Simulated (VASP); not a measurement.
# B (I4_1/amd) in VASP: further runs, part 2 of 2

VASP 6.6.1.

### 6 Single point, PBE (6.39 Å³/atom)

This run uses another cell than the first one, of 6.39 Å³/atom.

Input file POSCAR:

```
B
1.0
   -2.0132566830      2.0132566830      0.7884444634
    2.0132566830     -2.0132566830      0.7884444634
    2.0132566830      2.0132566830     -0.7884444634
B
2
Direct
   -0.3750000000     -0.1250000000     -0.2500000000
    0.3750000000      0.1250000000      0.2500000000
```

Input file INCAR.step1:

```
SYSTEM = B
PREC     = Accurate       ! precision mode
ENCUT    = 520            ! plane-wave cutoff, eV
EDIFF    = 1E-6           ! SCF threshold, eV
ISMEAR   = -1             ! smearing method
SIGMA    = 0.05           ! smearing width, eV
LREAL    = .FALSE.        ! projectors in reciprocal space
LASPH    = .TRUE.         ! aspherical terms in the spheres
NELM     = 80             ! most SCF steps
ALGO     = Normal         ! electronic algorithm
ISIF     = 2              ! what is computed and relaxed
LWAVE    = .FALSE.        ! write WAVECAR
LCHARG   = .TRUE.         ! write CHGCAR
GGA      = PE             ! functional
NBANDS   = 10             ! bands
```

Input file KPOINTS.step1:

```
Automatic mesh
0
G
  21 21 21
  0 0 0
```

Input file INCAR.step2:

```
SYSTEM = B
PREC     = Accurate       ! precision mode
ENCUT    = 520            ! plane-wave cutoff, eV
EDIFF    = 1E-6           ! SCF threshold, eV
ISMEAR   = -5             ! smearing method
SIGMA    = 0.05           ! smearing width, eV
LREAL    = .FALSE.        ! projectors in reciprocal space
LASPH    = .TRUE.         ! aspherical terms in the spheres
NELM     = 80             ! most SCF steps
ALGO     = Normal         ! electronic algorithm
ISIF     = 2              ! what is computed and relaxed
LWAVE    = .FALSE.        ! write WAVECAR
LCHARG   = .FALSE.        ! write CHGCAR
GGA      = PE             ! functional
LORBIT   = 11             ! projections on sites
NEDOS    = 2001           ! points of the DOS
ICHARG   = 11             ! starting density
```

Input file KPOINTS.step2:

```
Automatic mesh
0
G
  32 32 32
  0 0 0
```

Potentials or basis: VASP PAW PBE potentials, release 64 (B).

Launch:

```
cat potpaw_PBE.64/B/POTCAR > POTCAR
cp INCAR.step1 INCAR
cp KPOINTS.step1 KPOINTS
mpirun -np 1 vasp_std > vasp.out
cp INCAR.step2 INCAR
cp KPOINTS.step2 KPOINTS
mpirun -np 1 vasp_std > vasp.out
```

OUTCAR:

```text
SYSTEM = B
   PREC = Accurate
   ENCUT = 520
   EDIFF = 1E-6
   ISMEAR = -5
   LREAL = .FALSE.
   LASPH = .TRUE.
   NELM = 80
   ISIF = 2
   GGA = PE
   LORBIT = 11
   ICHARG = 11

 ion  position               nearest neighbor table
   1  0.625  0.875  0.750-   2 2.05   2 2.05   2 2.05   2 2.05
   2  0.375  0.125  0.250-   1 2.05   1 2.05   1 2.05   1 2.05

  LATTYP: Found a body centered tetragonal cell.
 ALAT       =     4.0265133660
 C/A-ratio  =     0.3916263982

  Lattice vectors:

 A1 = (  -2.0132566830,   2.0132566830,   0.7884444634)
 A2 = (   2.0132566830,  -2.0132566830,   0.7884444634)
 A3 = (   2.0132566830,   2.0132566830,  -0.7884444634)

Analysis of symmetry for initial positions (statically):
=====================================================================
 Subroutine PRICEL returns:
 Original cell was already a primitive cell.

 Routine SETGRP: Setting up the symmetry group for a
 body centered tetragonal supercell.

 Subroutine GETGRP returns: Found 16 space group operations
 (whereof  4 operations were pure point group operations)
 out of a pool of 16 trial point group operations.

The static configuration has the point symmetry C_2h.
 The point group associated with its full space group is D_4h.

Analysis of symmetry for dynamics (positions and initial velocities):
=====================================================================
 Subroutine PRICEL returns:
 Original cell was already a primitive cell.

 Routine SETGRP: Setting up the symmetry group for a
 body centered tetragonal supercell.

 Subroutine GETGRP returns: Found 16 space group operations
 (whereof  4 operations were pure point group operations)
 out of a pool of 16 trial point group operations.

[... 127 lines left out ...]
   LORBIT       =     11    0 simple, 1 ext, 2 COOP (PROOUT), +10 PAW based schemes
   GGA     = PE    functional components
   LHFCALC =     F    Hartree Fock is set to
   AEXX    =    0.0000 exact exchange contribution
   IVDW    =     0    specifies the selected vdW correction
   LEPSILON=     F    determine dielectric tensor
   LRPA    =     F    only Hartree local field effects (RPA)
 non-spin polarized calculation
 Fermi weights with tetrahedron method with Bloechl corrections
  energy-cutoff  :      520.00
  volume of cell :       12.78
 maximum number of plane-waves:       363
 NGX is ok and might be reduce to    24

 number of electron       6.0000000 magnetization

 Free energy of the ion-electron system (eV)
  ---------------------------------------------------
  ext. energy  EPLUGINS =         0.00000000
  ---------------------------------------------------
  free energy    TOTEN  =       -11.26151151 eV

  energy without entropy =      -11.26151151  energy(sigma->0) =      -11.26151151

 E-fermi :   8.7497     XC(G=0): -12.4631

 val. band max:        8.8049688666   @ k =   0.4375   0.4062   0.0625
 cond. band min:       8.7156956820   @ k =   0.0937   0.0937   0.0313
 fundamental gap:     -0.0892731846
 Fermi energy:         8.7496513662

 k-point     1 :       0.0000    0.0000    0.0000
  band No.  band energies     occupation
      1      -8.7481      2.00000
      2       3.5316      2.00000
      3       3.5316      2.00000
      4       7.5458      2.00000
      5      13.6487      0.00000
      6      16.5994      0.00000
      7      16.5994      0.00000
[... 221 lines left out ...]
 k-point    24 :       0.2187    0.0312    0.0000
  band No.  band energies     occupation
      1      -5.5803      2.00000
      2       4.6624      2.00000
      3       6.1919      2.00000
      4      10.0946      0.00000
      5      16.3589      0.00000
      6      19.2112      0.00000
      7      19.6099      0.00000

 [... further k-points ...]

------------------------ aborting loop because EDIFF is reached ----------------------------------------

  FORCE on cell =-STRESS in cart. coord.  units (eV):
  Direction    XX          YY          ZZ          XY          YZ          ZX
  --------------------------------------------------------------------------------------
  -------------------------------------------------------------------------------------
  Total        2.1189344      2.1189344      2.3391958      0.0000000      0.0000000      0.0000000
  in kB      265.5820364    265.5820364    293.1890646      0.0000000      0.0000000      0.0000000
  external PRESSURE =     274.7843792 kB  Pullay stress =       0.0000000 kB

 VOLUME and BASIS-vectors are now :
 -----------------------------------------------------------------------------
  energy-cutoff  :      520.00
  volume of cell :       12.78
      direct lattice vectors                 reciprocal lattice vectors
    -2.013256683  2.013256683  0.788444463     0.000000000  0.248353826  0.634160075
     2.013256683 -2.013256683  0.788444463     0.248353826  0.000000000  0.634160075
     2.013256683  2.013256683 -0.788444463     0.248353826  0.248353826  0.000000000

 POSITION                                       TOTAL-FORCE (eV/Angst)
 -----------------------------------------------------------------------------------
      2.01326      1.00663      0.59133         0.000000     -0.000000     -0.000000
      0.00000      1.00663      0.19711        -0.000000      0.000000      0.000000
 -----------------------------------------------------------------------------------
    total drift:                                0.000000      0.000000     -0.000000

  FREE ENERGIE OF THE ION-ELECTRON SYSTEM (eV)
  ---------------------------------------------------
  free  energy   TOTEN  =       -11.2615115120 eV

  energy  without entropy=      -11.2615115120  energy(sigma->0) =      -11.26151151

 total charge

# of ion       s       p       d       tot
------------------------------------------
    1        0.729   1.272   0.000   2.001
    2        0.729   1.272   0.000   2.001
--------------------------------------------------
tot          1.458   2.544   0.000   4.003
```

Wall time 2.7 min (1 thread of Intel Xeon Platinum 8488C (Sapphire Rapids), shared host); peak memory 0.4 GiB.

What came out:

```yaml
Valence_electrons_inside_the_program's_atomic_spheres: B 2.00
```

Caveat: tetrahedron occupations give inexact forces and stress in metals.
